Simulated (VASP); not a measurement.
# Al12N11 (a cell with a defect) in VASP: single point with PBE

Aim: the single point of Al12N11 (a cell with a defect) with PBE.

Program: VASP 6.6.1. These are calculated values, not measurements. Logs are shortened: lines on timing, memory, paths and dates and some standing lists are left out, and cuts for length are marked.

## Step 1: The cell of the first run

The cell holds a defect, 23 atoms: a = 5.741 Å, b = 5.741 Å, c = 8.374 Å, α = 90.00°, β = 90.00°, γ = 120.00°.

## Step 2: Single point, PBE

INCAR

```
  PREC = Accurate
  ENCUT = 520
  EDIFF = 1E-6
  ISMEAR = 0
  SIGMA = 0.05
  LREAL = Auto
  LASPH = T
  NELM = 60
  ALGO = Normal
  ISIF = 2
  LWAVE = F
  LCHARG = T
  GGA = PE
  LELF = T
  LVHAR = T
  NBANDS = 62
```

KPOINTS

```
regular mesh
0
Gamma
  6 6 2
```

POSCAR

```
Al12N11
1.0
    0.0000000000     -5.7405226851      0.0000000000
    4.9714384763      2.8702613426      0.0000000000
    0.0000000000      0.0000000000      8.3737655613
Al N
12 11
Direct
    0.3942690959      0.3333333014      0.3917468164
    0.3399137668      0.3333333014      0.8585921050
    0.6913612931      0.0248807263      0.3633450182
    0.6542055640     -0.0131497152      0.8798586426
   -0.0001860124      0.6417858765      0.3633450182
    0.0006885257      0.6798163180      0.8798586426
    0.6419718889      0.6417858765      0.1366548886
    0.6791277923      0.6798163180      0.6201414360
    0.9390640861      0.3333333014      0.1082530904
    0.9934194153      0.3333333014      0.6414079736
    0.3335194262      1.0248808316      0.1366548886
    0.3326448880      0.9868503902      0.6201414360
    0.3264531458      0.3333333014      0.6169384564
    0.6378913214     -0.0263388556      0.1180114242
    0.6755114017      0.0073646692      0.6321652978
   -0.0024364023      0.6930054584      0.1180114242
    0.0014799790      0.6593019336      0.6321652978
    0.6954418607      0.6930054584      0.3819886020
    0.6578219546      0.6593019336      0.8678346613
    1.1666667056      0.3333333014      0.2499999534
    1.0068802104      0.3333333014      0.8830615027
    0.3357698161      0.9736612498      0.3819886020
    0.3318533342      1.0073645734      0.8678346613
```

Potentials or basis: VASP PAW PBE potentials, release 64 (Al, N).

Launch:

```
$ cat potpaw_PBE.64/Al/POTCAR potpaw_PBE.64/N/POTCAR > POTCAR
$ mpirun -np 1 vasp_std > vasp.out
```

OUTCAR:

```text
PREC = Accurate
   ENCUT = 520
   EDIFF = 1E-6
   ISMEAR = 0
   LREAL = Auto
   LASPH = T
   NELM = 60
   ISIF = 2
   GGA = PE

 ion  position               nearest neighbor table
   1  0.394  0.333  0.392-  20 1.77  22 1.92  18 1.92  13 1.93  12 2.65   8 2.65  11 2.68   7 2.68
                             3 3.02   5 3.02  10 3.11
   2  0.340  0.333  0.859-  19 1.85  23 1.85  21 1.92  13 2.03  10 2.70  12 2.80   8 2.80  11 2.91
                             7 2.91   9 3.11   4 3.25   6 3.25   6 3.29   4 3.29
   3  0.691  0.025  0.363-  22 1.92  18 1.92  14 2.08  15 2.25   9 2.68  11 2.80   7 2.81   8 2.90
                            12 2.91  10 2.91   1 3.02   5 3.07
   4  0.654  0.987  0.880-  19 1.89  23 1.91  14 2.00  21 2.01  15 2.08   9 2.65  10 2.80   8 2.85
                            12 2.85   7 2.90  11 2.91   6 3.25   6 3.25   2 3.25   2 3.29
   5  1.000  0.642  0.363-  18 1.92  22 1.92  16 2.08  17 2.25   9 2.68   7 2.80  11 2.81  12 2.90
                             8 2.91  10 2.91   1 3.02   3 3.07
   6  0.001  0.680  0.880-  23 1.89  19 1.91  16 2.00  21 2.01  17 2.08   9 2.65  10 2.80  12 2.85
                             8 2.85  11 2.90   7 2.91   4 3.25   4 3.25   2 3.25   2 3.29
   7  0.642  0.642  0.137-  16 1.92  14 1.92  18 2.08  19 2.25   1 2.68   5 2.80   3 2.81   4 2.90
                             6 2.91   2 2.91   9 3.02  11 3.07
   8  0.679  0.680  0.620-  15 1.89  17 1.91  18 2.00  13 2.01  19 2.08   1 2.65   2 2.80   4 2.85
                             6 2.85   3 2.90   5 2.91  12 3.25  12 3.25  10 3.25  10 3.29
   9  0.939  0.333  0.108-  20 1.77  16 1.92  14 1.92  21 1.93   4 2.65   6 2.65   5 2.68   3 2.68
                            11 3.02   7 3.02   2 3.11
  10  0.993  0.333  0.641-  15 1.85  17 1.85  13 1.92  21 2.03   2 2.70   4 2.80   6 2.80   5 2.91
                             3 2.91   1 3.11   8 3.25  12 3.25  12 3.29   8 3.29
  11  0.334  0.025  0.137-  14 1.92  16 1.92  22 2.08  23 2.25   1 2.68   3 2.80   5 2.81   6 2.90
                             4 2.91   2 2.91   9 3.02   7 3.07
  12  0.333  0.987  0.620-  17 1.89  15 1.91  22 2.00  13 2.01  23 2.08   1 2.65   2 2.80   6 2.85
                             4 2.85   5 2.90   3 2.91   8 3.25   8 3.25  10 3.25  10 3.29
  13  0.326  0.333  0.617-  10 1.92   1 1.93  12 2.01   8 2.01   2 2.03
  14  0.638  0.974  0.118-  11 1.92   9 1.92   7 1.92   4 2.00   3 2.08
  15  0.676  0.007  0.632-  10 1.85   8 1.89  12 1.91   4 2.08   3 2.25
  16  0.998  0.693  0.118-   7 1.92   9 1.92  11 1.92   6 2.00   5 2.08
  17  0.001  0.659  0.632-  10 1.85  12 1.89   8 1.91   6 2.08   5 2.25
  18  0.695  0.693  0.382-   5 1.92   1 1.92   3 1.92   8 2.00   7 2.08
  19  0.658  0.659  0.868-   2 1.85   4 1.89   6 1.91   8 2.08   7 2.25
  20  0.167  0.333  0.250-   1 1.77   9 1.77
  21  0.007  0.333  0.883-   2 1.92   9 1.93   4 2.01   6 2.01  10 2.03
  22  0.336  0.974  0.382-   3 1.92   1 1.92   5 1.92  12 2.00  11 2.08
  23  0.332  0.007  0.868-   2 1.85   6 1.89   4 1.91  12 2.08  11 2.25

  LATTYP: Found a hexagonal cell.
 ALAT       =     5.7405226851
 C/A-ratio  =     1.4587113440

  Lattice vectors:

 A1 = (   0.0000000000,  -5.7405226851,   0.0000000000)
 A2 = (   4.9714384763,   2.8702613426,   0.0000000000)
 A3 = (   0.0000000000,   0.0000000000,   8.3737655613)

Analysis of symmetry for initial positions (statically):
=====================================================================
 Subroutine PRICEL returns:
 Original cell was already a primitive cell.

 Routine SETGRP: Setting up the symmetry group for a
 hexagonal supercell.

 Subroutine GETGRP returns: Found  4 space group operations
 (whereof  1 operations were pure point group operations)
 out of a pool of 24 trial point group operations.

The static configuration has the point symmetry C_1 .
 The point group associated with its full space group is C_2h.

Analysis of symmetry for dynamics (positions and initial velocities):
=====================================================================
 Subroutine PRICEL returns:
 Original cell was already a primitive cell.

 Routine SETGRP: Setting up the symmetry group for a
 hexagonal supercell.

 Subroutine GETGRP returns: Found  4 space group operations
 (whereof  1 operations were pure point group operations)
 out of a pool of 24 trial point group operations.

The dynamic configuration has the point symmetry C_1 .
 The point group associated with its full space group is C_2h.

 Subroutine INISYM returns: Found  4 space group operations
 (whereof  1 operations are pure point group operations),
 and found     1 'primitive' translations

----------------------------------------------------------------------------------------

                                     Primitive cell

  volume of cell :     238.9760

  direct lattice vectors                    reciprocal lattice vectors
     0.000000000 -5.740522685  0.000000000     0.100574512 -0.174200165  0.000000000
[... 71 lines left out ...]

  Length of vectors
     0.033524837  0.033524837  0.059710294

  Shift w.r.t. Gamma in fractional coordinates (k-lattice)
     0.000000000  0.000000000  0.000000000

 Subroutine IBZKPT returns following result:
 ===========================================

 Found     26 irreducible k-points:

 Following reciprocal coordinates:
            Coordinates               Weight
  0.000000  0.000000  0.000000      1.000000
  0.166667 -0.000000  0.000000      4.000000
  0.000000  0.166667  0.000000      2.000000
  0.333333 -0.000000  0.000000      4.000000
  0.000000  0.333333  0.000000      2.000000
  0.500000 -0.000000  0.000000      2.000000
[... 16 lines left out ...]
  0.333333  0.166667  0.500000      4.000000
 -0.166667  0.500000  0.500000      4.000000
 [... further k-points ...]
   k-points           NKPTS =     26   k-points in BZ     NKDIM =     26   number of bands    NBANDS=     62
   number of dos      NEDOS =    301   number of ions     NIONS =     23
   total plane-waves  NPLWV = 147456
   dimension x,y,z NGX =    48 NGY =   48 NGZ =   64
   dimension x,y,z NGXF=    96 NGYF=   96 NGZF=  128
   ions per type =              12  11
   NGX,Y,Z   is equivalent  to a cutoff of  13.90, 13.90, 12.71 a.u.
   NGXF,Y,Z  is equivalent  to a cutoff of  27.80, 27.80, 25.41 a.u.
 SYSTEM =  unknown system
   PREC   = accura    normal or accurate (medium, high low for compatibility)
   ISTART =      0    job   : 0-new  1-cont  2-samecut
   ICHARG =      2    charge: 1-file 2-atom 10-const
   ISPIN  =      1    spin polarized calculation?
   LNONCOLLINEAR =      F non collinear calculations
   LSORBIT =      F    spin-orbit coupling
   LASPH  =      T    aspherical Exc in radial PAW
   ENCUT  =  520.0 eV  38.22 Ry    6.18 a.u.  10.67 10.67 15.57*2*pi/ulx,y,z
   NELM   =     60;   NELMIN=  2; NELMDL= -5     # of ELM steps
   EDIFF  = 0.1E-05   stopping-criterion for ELM
   LREAL  =      T    real-space projection
   EDIFFG = 0.1E-04   stopping-criterion for IOM
   NSW    =      0    number of steps for IOM
   IBRION =     -1    ionic relax: 0-MD 1-quasi-New 2-CG
   NFREE  =      0    steps in history (QN), initial steepest desc. (CG)
   ISIF   =      2    stress and relaxation
   ISYM   =      2    0-nonsym 1-usesym 2-fastsym
   POTIM  = 0.5000    time-step for ionic-motion
   TEBEG  =    0.0;   TEEND  =   0.0 temperature during run
   PSTRESS=    0.0 pullay stress
   NELECT =      91.0000    total number of electrons
   NUPDOWN=      -1.0000    fix difference up-down
   EMIN   =  10.00;   EMAX   =-10.00  energy-range for DOS
   EFERMI =   0.00;   METHOD = LEGACY
   ISMEAR =     0;   SIGMA  =   0.05  broadening in eV -4-tet -1-fermi 0-gaus
   EFERMI_NEDOS =   21; number of points for ismear=-14 and -15
   IALGO  =     38    algorithm
   IMIX   =      4    mixing-type and parameters
     AMIX     =   0.40;   BMIX     =  1.00
     AMIX_MAG =   1.60;   BMIX_MAG =  1.00
  volume/ion in A,a.u.               =      10.39        70.12
  Fermi-wavevector in a.u.,A,eV,Ry     =   1.186599  2.242346 19.157226  1.408016
  Thomas-Fermi vector in A             =   2.322768
   LORBIT       =      0    0 simple, 1 ext, 2 COOP (PROOUT), +10 PAW based schemes
   GGA     = PE    functional components
   LHFCALC =     F    Hartree Fock is set to
   AEXX    =    0.0000 exact exchange contribution
   IVDW    =     0    specifies the selected vdW correction
   LEPSILON=     F    determine dielectric tensor
   LRPA    =     F    only Hartree local field effects (RPA)
 non-spin polarized calculation
 Gauss-broadening in eV      SIGMA  =   0.05
  energy-cutoff  :      520.00
  volume of cell :      238.98
 maximum number of plane-waves:      6450
 NGX is ok and might be reduce to    48
   NGX = 21   NGY = 21   NGZ = 31

 number of electron      90.9999989 magnetization

 Free energy of the ion-electron system (eV)
  ---------------------------------------------------
  ext. energy  EPLUGINS =         0.00000000
  ---------------------------------------------------
  free energy    TOTEN  =      -158.97785856 eV

  energy without entropy =     -158.97430349  energy(sigma->0) =     -158.97608102

 E-fermi :   9.5661     XC(G=0): -11.0354

 val. band max:        9.5382644703   @ k =   0.1667  -0.0000   0.5000
 cond. band min:       9.5780728771   @ k =  -0.1667   0.5000   0.0000
 fundamental gap:      0.0398084068
 Fermi energy:         9.5660632376

 k-point     1 :       0.0000    0.0000    0.0000
  band No.  band energies     occupation
      1      -9.1089      2.00000
      2      -7.6738      2.00000
      3      -7.6234      2.00000
      4      -6.9072      2.00000
      5      -6.8685      2.00000
      6      -6.6915      2.00000
[... 1429 lines left out ...]
     56      13.8385      0.00000
     57      14.0956      0.00000

 [... further k-points ...]

 [bands above 57 left out]

------------------------ aborting loop because EDIFF is reached ----------------------------------------

  FORCE on cell =-STRESS in cart. coord.  units (eV):
  Direction    XX          YY          ZZ          XY          YZ          ZX
  --------------------------------------------------------------------------------------
  -------------------------------------------------------------------------------------
  Total        0.5089544      6.6647907      8.4468675      0.0000000     -5.7042653      0.0000000
  in kB        3.4122052     44.6830481     56.6307039      0.0000000    -38.2433559      0.0000000
  external PRESSURE =      34.9086524 kB  Pullay stress =       0.0000000 kB

 VOLUME and BASIS-vectors are now :
 -----------------------------------------------------------------------------
  energy-cutoff  :      520.00
  volume of cell :      238.98
      direct lattice vectors                 reciprocal lattice vectors
     0.000000000 -5.740522685  0.000000000     0.100574512 -0.174200165  0.000000000
     4.971438476  2.870261343  0.000000000     0.201149025  0.000000000  0.000000000
     0.000000000  0.000000000  8.373765561     0.000000000  0.000000000  0.119420587

 POSITION                                       TOTAL-FORCE (eV/Angst)
 -----------------------------------------------------------------------------------
      1.65715     -1.30656      3.28040         0.000000     -0.000174     -0.008244
      1.65715     -0.99453      7.18965         0.000000     -0.009480     -0.025884
      0.12369     -3.89736      3.04257        -0.003106     -0.000409     -0.008843
      4.90607     -0.92296      7.36773        -0.002139      0.003835      0.011022
      3.19060     -3.89736      3.04257         0.003106     -0.000409     -0.008843
      3.37967      1.94730      7.36773         0.002139      0.003835      0.011022
[... 15 lines left out ...]
      4.84050      0.86717      3.19868         0.008979      0.008720      0.009718
      0.03661     -1.88387      7.26704         0.000553     -0.001897      0.009638
 -----------------------------------------------------------------------------------
    total drift:                               -0.001713     -0.002932      0.001013

  FREE ENERGIE OF THE ION-ELECTRON SYSTEM (eV)
  ---------------------------------------------------
  free  energy   TOTEN  =      -158.9778585558 eV

  energy  without entropy=     -158.9743034861  energy(sigma->0) =     -158.97608102
```

Run time: 6.3 min. Hardware: 1 thread of AMD EPYC 9R45 (Zen 5), shared host; peak memory 0.46 GiB.

What came out:

```yaml
Free_energy: -158.9779 eV
Pressure: 3.5 GPa
Largest_force: 0.028 eV/Å
Band_gap_on_the_k_mesh: zero (an odd number of electrons rules out a gap without spin polarisation)
```

Forces on the atoms (eV/Å):
```
Al   0.000  0.000 -0.008
Al   0.000 -0.009 -0.026
Al  -0.003  0.000 -0.009
Al  -0.002  0.004  0.011
Al   0.003  0.000 -0.009
Al   0.002  0.004  0.011
Al   0.003  0.000  0.009
Al   0.002 -0.004 -0.011
Al   0.000  0.000  0.008
Al   0.000  0.009  0.026
Al  -0.003  0.000  0.009
Al  -0.002 -0.004 -0.011
N    0.000  0.005  0.003
N    0.009 -0.009 -0.010
N    0.001  0.002 -0.010
N   -0.009 -0.009 -0.010
N   -0.001  0.002 -0.010
N   -0.009  0.009  0.010
N   -0.001 -0.002  0.010
N    0.000  0.000  0.000
N    0.000 -0.005 -0.003
N    0.009  0.009  0.010
N    0.001 -0.002  0.010
```

Levels at points of the mesh, in eV from the Fermi level:
| k point | band 43 | band 44 | band 45 | band 46 | band 47 | band 48 |
| --- | --- | --- | --- | --- | --- | --- |
| (0.00, 0.00, 0.00) | -2.70 | -2.32 | -2.22 | 0.56 | 1.22 | 2.22 |
| (0.50, 0.00, 0.00) | -3.17 | -2.50 | -1.23 | -0.19 | 1.33 | 1.63 |
| (0.00, 0.50, 0.00) | -3.16 | -2.70 | -1.15 | 0.20 | 0.37 | 2.08 |
| (0.00, 0.00, 0.50) | -2.93 | -2.39 | -1.19 | -0.08 | 1.64 | 1.85 |
| (0.50, 0.00, 0.50) | -3.07 | -2.52 | -1.59 | -0.20 | 1.60 | 1.90 |
| (0.00, 0.50, 0.50) | -2.89 | -2.49 | -1.38 | 0.53 | 0.80 | 2.09 |

Caveat: the k points lie up to 0.38 Å⁻¹ apart, too coarse for converged energies and pressures of a metal.

The gap in the log of VASP goes by the Fermi energy; the results here count the filled bands.